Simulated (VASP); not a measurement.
Runs of VASP 6.6.1 on Mg. The structure is that of space group P6/mmm (No. 191), or close to it. The cells are those of the table. This isn't the form of Mg at room conditions, which is hcp.

| cell | gap on the mesh (eV) | pressure (GPa) |
| --- | --- | --- |
| a = 2.959, b = 2.959, c = 2.953 Å, angles 90.0, 90.0, 120.0°, 1 atom | none | 2.3 |
| a = 2.959, b = 2.959, c = 2.999 Å, angles 90.0, 90.0, 120.0°, 1 atom | none | (b) |
| a = 3.005, b = 3.005, c = 3.136 Å, angles 90.0, 90.0, 120.0°, 1 atom | none | (a) |
| a = 2.959, b = 2.959, c = 3.136 Å, angles 90.0, 90.0, 120.0°, 1 atom | none | 0.9 |
| a = 3.005, b = 3.005, c = 3.045 Å, angles 90.0, 90.0, 120.0°, 1 atom | none | 0.3 |

Alike in all rows: task single point; level LDA; potentials or basis VASP PAW LDA potentials, release 64 (Mg); no spin polarisation; k mesh 18 × 18 × 16; cutoff (eV) 520; smearing gaussian 0.15 eV.

Question: Estimate the missing entries.

Answer: (a) -0.3; (b) 1.9.

A gap of «none» marks levels without a gap at the run's occupations.
